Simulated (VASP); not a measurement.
Set up this calculation in VASP 6.6.1, as the native input.

```yaml
Task: electric field gradients
Functional: LDA
Potentials_or_basis: VASP PAW LDA potentials, release 64 (Ga_d, As)
Cutoff: 520 eV
k_mesh: 11 × 11 × 11
Occupations: fermi-dirac, width 0.05 eV
Spin: no spin polarisation
Dipole_correction: no
Further_INCAR_settings: ALGO = Normal; EDIFF = 1e-08; NBANDS = 16
```

The structure of GaAs lies in POSCAR:

```
GaAs
1.0
    0.0000000000      2.7691429914      2.7691429914
    2.7691429914      0.0000000000      2.7691429914
    2.7691429914      2.7691429914      0.0000000000
Ga As
1 1
Direct
    0.0000000000      0.0000000000      0.0000000000
    0.7500000000      0.7500000000      0.7500000000
```

This cell differs from its parent crystal: volume scaled by 0.94.

One way to write it, as run:

INCAR

```
SYSTEM = GaAs
PREC = Accurate
ENCUT = 520
EDIFF = 1E-8
ISMEAR = -1
SIGMA = 0.05
LREAL = .FALSE.
LASPH = .TRUE.
NELM = 100
ALGO = Normal
ISIF = 2
LWAVE = .FALSE.
LCHARG = .FALSE.
LEFG = .TRUE.
NBANDS = 16
```

KPOINTS

```
regular mesh
0
G
  11 11 11
  0 0 0
```

Potentials or basis: VASP PAW LDA potentials, release 64 (Ga_d, As).

Command:

```console
$ cat potpaw_LDA.64/Ga_d/POTCAR potpaw_LDA.64/As/POTCAR > POTCAR
$ mpirun -np 1 vasp_std > vasp.out
```

Results of the run:

```yaml
Pressure: 3.2 GPa
Band_gap_on_the_k_mesh: 0.81 eV, direct
```

Caveat: without QUAD_EFG the Cq values of the log hold for a quadrupole moment of 1 mb, not for the nuclei.

It took 66 s on 1 thread of AMD EPYC 7R13 (shared host), peak memory 0.14 GiB.
